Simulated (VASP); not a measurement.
# SiC (R3m) in VASP: single point with HSE06

Aim: the single point of SiC with HSE06.

All numbers are computed with VASP 6.6.1; they aren't measurements. Logs are shortened: lines on timing, memory, paths and dates and some standing lists are left out, and cuts for length are marked.

**1. The cell of the first run**

It takes space group R3m (No. 160, trigonal). The conventional cell has a = 3.065 Å, b = 3.065 Å, c = 7.553 Å, α = 90.00°, β = 90.00°, γ = 120.00°. Within 2.5 Å of Si (site symmetry 3m) lie 4 C at 1.88 to 1.89 Å. Within 2.5 Å of C (site symmetry 3m) lie 4 Si at 1.88 to 1.89 Å.

**2. Single point, HSE06 (epitaxial 111 strain -0.5%)**

Input file POSCAR:

```
SiC
1.0
    0.0087988724      2.1759609583      2.1759609583
    2.1759609583      0.0087988724      2.1759609583
    2.1759609583      2.1759609583      0.0087988724
Si C
1 1
Direct
    0.0001849467      0.0001849467      0.0001849467
    0.2498150533      0.2498150533      0.2498150533
```

Input file INCAR.step1:

```
SYSTEM = SiC
  ALGO = Normal
  EDIFF = 1E-5
  ENCUT = 520
  GGA = PE
  ISIF = 2
  ISMEAR = 0
  LASPH = .True.
  LREAL = .False.
  LWAVE = .True.
  NBANDS = 11
  NELM = 80
  PREC = Accurate
  SIGMA = 0.01
```

Input file INCAR.step2:

```
SYSTEM = SiC
  ALGO = Normal
  EDIFF = 1E-7
  ENCUT = 520
  GGA = PE
  HFSCREEN = 0.2079
  ISIF = 2
  ISMEAR = 0
  ISTART = 1
  LASPH = .True.
  LCHARG = .True.
  LELF = .True.
  LHFCALC = .True.
  LREAL = .False.
  LVHAR = .True.
  LWAVE = .False.
  NBANDS = 11
  NELM = 80
  PREC = Accurate
  PRECFOCK = Normal
  SIGMA = 0.01
```

Input file KPOINTS:

```
k-points
0
Gamma
  8 8 8
  0 0 0
```

Potentials or basis: VASP PAW PBE potentials, release 64 (Si, C).

On the command line:

```bash
$ cat potpaw_PBE.64/Si/POTCAR potpaw_PBE.64/C/POTCAR > POTCAR
$ cp INCAR.step1 INCAR
$ mpirun -np 1 vasp_std > vasp.out
$ cp INCAR.step2 INCAR
$ mpirun -np 1 vasp_std > vasp.out
```

OUTCAR:

```text
SYSTEM = SiC
   EDIFF = 1E-7
   ENCUT = 520
   GGA = PE
   HFSCREEN = 0.2079
   ISIF = 2
   ISMEAR = 0
   ISTART = 1
   LASPH = .True.
   LHFCALC = .True.
   LREAL = .False.
   NELM = 80
   PREC = Accurate
   PRECFOCK = Normal

 ion  position               nearest neighbor table
   1  0.000  0.000  0.000-   2 1.88   2 1.88   2 1.88   2 1.89
   2  0.250  0.250  0.250-   1 1.88   1 1.88   1 1.88   1 1.89

  LATTYP: Found a trigonal (rhomboedric) cell.
 ALAT       =     3.0772860777
 COS(alpha) =     0.5040395512

  Lattice vectors:

 A1 = (   0.0087988724,   2.1759609583,   2.1759609583)
 A2 = (   2.1759609583,   0.0087988724,   2.1759609583)
 A3 = (   2.1759609583,   2.1759609583,   0.0087988724)

Analysis of symmetry for initial positions (statically):
=====================================================================
 Subroutine PRICEL returns:
 Original cell was already a primitive cell.

 Routine SETGRP: Setting up the symmetry group for a
 trigonal (rhombohedral) supercell.

 Subroutine GETGRP returns: Found  6 space group operations
 (whereof  6 operations were pure point group operations)
 out of a pool of 12 trial point group operations.

The static configuration has the point symmetry C_3v.

Analysis of symmetry for dynamics (positions and initial velocities):
=====================================================================
 Subroutine PRICEL returns:
 Original cell was already a primitive cell.

 Routine SETGRP: Setting up the symmetry group for a
 trigonal (rhombohedral) supercell.

 Subroutine GETGRP returns: Found  6 space group operations
 (whereof  6 operations were pure point group operations)
 out of a pool of 12 trial point group operations.

The dynamic configuration has the point symmetry C_3v.

 Subroutine INISYM returns: Found  6 space group operations
 (whereof  6 operations are pure point group operations),
 and found     1 'primitive' translations

----------------------------------------------------------------------------------------

                                     Primitive cell

  volume of cell :      20.4805

  direct lattice vectors                    reciprocal lattice vectors
     0.008798872  2.175960958  2.175960958    -0.231182006  0.230250947  0.230250947
     2.175960958  0.008798872  2.175960958     0.230250947 -0.231182006  0.230250947
     2.175960958  2.175960958  0.008798872     0.230250947  0.230250947 -0.231182006

  length of vectors
     3.077286078  3.077286078  3.077286078     0.399344609  0.399344609  0.399344609

  position of ions in fractional coordinates (direct lattice)
     0.000184947  0.000184947  0.000184947
     0.249815053  0.249815053  0.249815053

  ion indices of the primitive-cell ions
   primitive index   ion index
                 1           1
                 2           2

----------------------------------------------------------------------------------------

 KPOINTS: k-points

Automatic generation of k-mesh.
 Grid dimensions read from file:
 generate k-points for:    8    8    8

 Generating k-lattice:

  Cartesian coordinates                     Fractional coordinates (reciprocal lattice)
    -0.028897751  0.028781368  0.028781368     0.125000000  0.000000000  0.000000000
     0.028781368 -0.028897751  0.028781368     0.000000000  0.125000000  0.000000000
     0.028781368  0.028781368 -0.028897751     0.000000000  0.000000000  0.125000000

  Length of vectors
     0.049918076  0.049918076  0.049918076

  Shift w.r.t. Gamma in fractional coordinates (k-lattice)
     0.000000000  0.000000000  0.000000000

 Subroutine IBZKPT returns following result:
 ===========================================

 Found     65 irreducible k-points:

 Following reciprocal coordinates:
            Coordinates               Weight
  0.000000  0.000000  0.000000      1.000000
  0.125000  0.000000  0.000000      6.000000
  0.250000  0.000000  0.000000      6.000000
  0.375000  0.000000  0.000000      6.000000
  0.500000  0.000000  0.000000      3.000000
  0.125000  0.125000  0.000000      6.000000
[... 16 lines left out ...]
  0.250000  0.125000  0.125000      6.000000
  0.375000  0.125000  0.125000      6.000000
 [... further k-points ...]
   k-points           NKPTS =     65   k-points in BZ     NKDIM =    512   number of bands    NBANDS=     11
   number of dos      NEDOS =    301   number of ions     NIONS =      2
   total plane-waves  NPLWV =  13824
   dimension x,y,z NGX =    24 NGY =   24 NGZ =   24
   dimension x,y,z NGXF=    48 NGYF=   48 NGZF=   48
   ions per type =               1   1
   NGX,Y,Z   is equivalent  to a cutoff of  12.97, 12.97, 12.97 a.u.
   NGXF,Y,Z  is equivalent  to a cutoff of  25.93, 25.93, 25.93 a.u.
 SYSTEM =  SiC
   PREC   = accura    normal or accurate (medium, high low for compatibility)
   ISTART =      1    job   : 0-new  1-cont  2-samecut
   ICHARG =      0    charge: 1-file 2-atom 10-const
   ISPIN  =      1    spin polarized calculation?
   LNONCOLLINEAR =      F non collinear calculations
   LSORBIT =      F    spin-orbit coupling
   LASPH  =      T    aspherical Exc in radial PAW
   ENCUT  =  520.0 eV  38.22 Ry    6.18 a.u.   5.72  5.72  5.72*2*pi/ulx,y,z
   NELM   =     80;   NELMIN=  2; NELMDL=  0     # of ELM steps
   EDIFF  = 0.1E-06   stopping-criterion for ELM
   LREAL  =      F    real-space projection
   EDIFFG = 0.1E-05   stopping-criterion for IOM
   NSW    =      0    number of steps for IOM
   IBRION =     -1    ionic relax: 0-MD 1-quasi-New 2-CG
   NFREE  =      0    steps in history (QN), initial steepest desc. (CG)
   ISIF   =      2    stress and relaxation
   ISYM   =      3    0-nonsym 1-usesym 2-fastsym
   POTIM  = 0.5000    time-step for ionic-motion
   TEBEG  =    0.0;   TEEND  =   0.0 temperature during run
   PSTRESS=    0.0 pullay stress
   NELECT =       8.0000    total number of electrons
   NUPDOWN=      -1.0000    fix difference up-down
   EMIN   =  10.00;   EMAX   =-10.00  energy-range for DOS
   EFERMI =   0.00;   METHOD = LEGACY
   ISMEAR =     0;   SIGMA  =   0.01  broadening in eV -4-tet -1-fermi 0-gaus
   EFERMI_NEDOS =   21; number of points for ismear=-14 and -15
   IALGO  =     38    algorithm
   IMIX   =      1    mixing-type and parameters
     AMIX     =   0.40;   BMIX     =  1.00
     AMIX_MAG =   1.60;   BMIX_MAG =  1.00
  volume/ion in A,a.u.               =      10.24        69.10
  Fermi-wavevector in a.u.,A,eV,Ry     =   1.196716  2.261466 19.485304  1.432129
  Thomas-Fermi vector in A             =   2.332649
   LORBIT       =      0    0 simple, 1 ext, 2 COOP (PROOUT), +10 PAW based schemes
   GGA     = PE    functional components
   LHFCALC =     T    Hartree Fock is set to
   PRECFOCK=normal    Normal, Fast or Accurate (Low or Medium for compatibility)
   ENCUT4O =  -1.0   cutoff for four orbital integrals eV
   NKREDX  =     1    reduce k-point grid by
   NKREDY  =     1    reduce k-point grid by
   NKREDZ  =     1    reduce k-point grid by
   AEXX    =    0.2500 exact exchange contribution
   HFSCREEN=    0.2079 screening length (either q_TF or 0.3 A-1)
   HFSCREENC=   0.2079 screening length for correlation (either q_TF or 0.3 A-1)
   ENCUTFOCK=  -1.0 apply spherical cutoff to Coloumb kernel
   IVDW    =     0    specifies the selected vdW correction
   LEPSILON=     F    determine dielectric tensor
   LRPA    =     F    only Hartree local field effects (RPA)
 non-spin polarized calculation
 Gauss-broadening in eV      SIGMA  =   0.01
  energy-cutoff  :      520.00
  volume of cell :       20.48
 maximum number of plane-waves:       568
  NGX = 18; NGY = 18; NGZ = 18

 number of electron       8.0000001 magnetization

 Free energy of the ion-electron system (eV)
  ---------------------------------------------------
  ext. energy  EPLUGINS =         0.00000000
  ---------------------------------------------------
  free energy    TOTEN  =       -17.42313881 eV

  energy without entropy =      -17.42313881  energy(sigma->0) =      -17.42313881

 E-fermi :   7.7922     XC(G=0):  -9.3914

 val. band max:        7.6236288367   @ k =   0.0000   0.0000   0.0000
 cond. band min:       9.8279848936   @ k =   0.5000   0.5000   0.0000
 fundamental gap:      2.2043560569
 Fermi energy:         7.7922312199

 k-point     1 :       0.0000    0.0000    0.0000
  band No.  band energies     occupation
      1      -9.4669      2.00000
      2       7.5648      2.00000
      3       7.6236      2.00000
      4       7.6236      2.00000
      5      15.2509      0.00000
      6      16.1899      0.00000
      7      16.3148      0.00000
      8      16.3148      0.00000
      9      23.7519      0.00000
     10      23.7519      0.00000
     11      25.7473      0.00000

 k-point     2 :       0.1250    0.0000    0.0000
  band No.  band energies     occupation
      1      -9.1322      2.00000
      2       6.0097      2.00000
      3       7.3537      2.00000
      4       7.4013      2.00000
      5      15.4154      0.00000
      6      16.5870      0.00000
      7      16.7008      0.00000
      8      16.9565      0.00000
      9      22.3940      0.00000
     10      22.4411      0.00000
     11      25.2212      0.00000

 k-point     3 :       0.2500    0.0000    0.0000
  band No.  band energies     occupation
      1      -8.1534      2.00000
      2       2.9016      2.00000
      3       6.9108      2.00000
      4       6.9483      2.00000
      5      14.8886      0.00000
      6      16.8560      0.00000
      7      16.9388      0.00000
      8      18.5962      0.00000
      9      22.2093      0.00000
     10      22.3267      0.00000
     11      24.2894      0.00000

 k-point     4 :       0.3750    0.0000    0.0000
  band No.  band energies     occupation
      1      -6.6674      2.00000
      2      -0.1413      2.00000
      3       6.5504      2.00000
      4       6.5783      2.00000
      5      14.4550      0.00000
      6      16.3595      0.00000
      7      16.4291      0.00000
      8      19.2219      0.00000
      9      24.3773      0.00000
     10      24.5463      0.00000
     11      24.8628      0.00000

 k-point     5 :       0.5000    0.0000    0.0000
  band No.  band energies     occupation
      1      -5.5616      2.00000
      2      -1.7992      2.00000
      3       6.4188      2.00000
      4       6.4428      2.00000
      5      14.3074      0.00000
      6      16.0734      0.00000
      7      16.1434      0.00000
      8      19.2062      0.00000
      9      25.6329      0.00000
     10      26.7327      0.00000
     11      26.8959      0.00000
[... 211 lines left out ...]
 k-point    21 :       0.5000    0.5000    0.0000
  band No.  band energies     occupation
      1      -4.0047      2.00000
      2      -0.9689      2.00000
      3       4.0491      2.00000
      4       4.1231      2.00000
      5       9.8280      0.00000
      6      13.0160      0.00000
      7      23.6584      0.00000
      8      23.6654      0.00000
      9      24.5004      0.00000
     10      29.7746      0.00000
     11      31.8535      0.00000

 k-point    22 :       0.1250    0.1250    0.1250
  band No.  band energies     occupation
      1      -9.1362      2.00000
      2       5.9386      2.00000
      3       7.4103      2.00000
      4       7.4103      2.00000
      5      15.5281      0.00000
      6      16.6941      0.00000
      7      16.6941      0.00000
      8      16.7893      0.00000
      9      22.4532      0.00000
     10      22.4532      0.00000
     11      25.2509      0.00000

 k-point    23 :       0.2500    0.1250    0.1250
  band No.  band energies     occupation
      1      -8.5884      2.00000
      2       4.6402      2.00000
      3       5.9695      2.00000
      4       7.4500      2.00000
      5      16.0238      0.00000
      6      16.4214      0.00000
      7      16.8298      0.00000
      8      17.8987      0.00000
      9      20.7443      0.00000
     10      22.9034      0.00000
     11      27.0806      0.00000

 k-point    24 :       0.3750    0.1250    0.1250
  band No.  band energies     occupation
      1      -7.4274      2.00000
      2       1.9772      2.00000
      3       5.0759      2.00000
      4       6.9762      2.00000
      5      15.4603      0.00000
      6      16.5630      0.00000
      7      17.0374      0.00000
      8      18.8044      0.00000
      9      21.1805      0.00000
     10      24.2660      0.00000
     11      26.6540      0.00000

 [... further k-points ...]

------------------------ aborting loop because EDIFF is reached ----------------------------------------

  FORCE on cell =-STRESS in cart. coord.  units (eV):
  Direction    XX          YY          ZZ          XY          YZ          ZX
  --------------------------------------------------------------------------------------
  -------------------------------------------------------------------------------------
  Total        0.0727652      0.0727652      0.0727652     -0.1369925     -0.1369925     -0.1369925
  in kB        5.6923752      5.6923752      5.6923752    -10.7168327    -10.7168327    -10.7168327
  external PRESSURE =       5.6923752 kB  Pullay stress =       0.0000000 kB

 VOLUME and BASIS-vectors are now :
 -----------------------------------------------------------------------------
  energy-cutoff  :      520.00
  volume of cell :       20.48
      direct lattice vectors                 reciprocal lattice vectors
     0.008798872  2.175960958  2.175960958    -0.231182006  0.230250947  0.230250947
     2.175960958  0.008798872  2.175960958     0.230250947 -0.231182006  0.230250947
     2.175960958  2.175960958  0.008798872     0.230250947  0.230250947 -0.231182006

 POSITION                                       TOTAL-FORCE (eV/Angst)
 -----------------------------------------------------------------------------------
      0.00081      0.00081      0.00081         0.001002      0.001002      0.001002
      1.08937      1.08937      1.08937        -0.001002     -0.001002     -0.001002
 -----------------------------------------------------------------------------------
    total drift:                                0.000009      0.000009      0.000009

  FREE ENERGIE OF THE ION-ELECTRON SYSTEM (eV)
  ---------------------------------------------------
  free  energy   TOTEN  =       -17.4231388111 eV

  energy  without entropy=      -17.4231388111  energy(sigma->0) =      -17.42313881
```

Wall time 1.8 h (1 thread of Oxide Virtual Turin-like, shared host); peak memory 0.23 GiB.

What came out:

* Free energy: -17.4231 eV
* Pressure: 0.6 GPa
* Band gap on the k mesh: 2.20 eV (least direct gap 5.70 eV)

Levels at points of the mesh, in eV from the valence-band top:
| k point | band 2 | band 3 | band 4 | band 5 | band 6 | band 7 |
| --- | --- | --- | --- | --- | --- | --- |
| (0.00, 0.00, 0.00) | -0.06 | 0.00 | 0.00 | 7.63 | 8.57 | 8.69 |
| (0.50, 0.00, 0.00) | -9.42 | -1.20 | -1.18 | 6.68 | 8.45 | 8.52 |
| (0.50, 0.50, 0.00) | -8.59 | -3.57 | -3.50 | 2.20 | 5.39 | 16.03 |
| (0.50, 0.50, 0.50) | -9.45 | -1.14 | -1.14 | 6.81 | 8.56 | 8.56 |

Caveat: the cell differs from its parent crystal (epitaxial 111 strain -0.5%); the PAW data sets were made with another functional, which shifts forces and pressure a little.
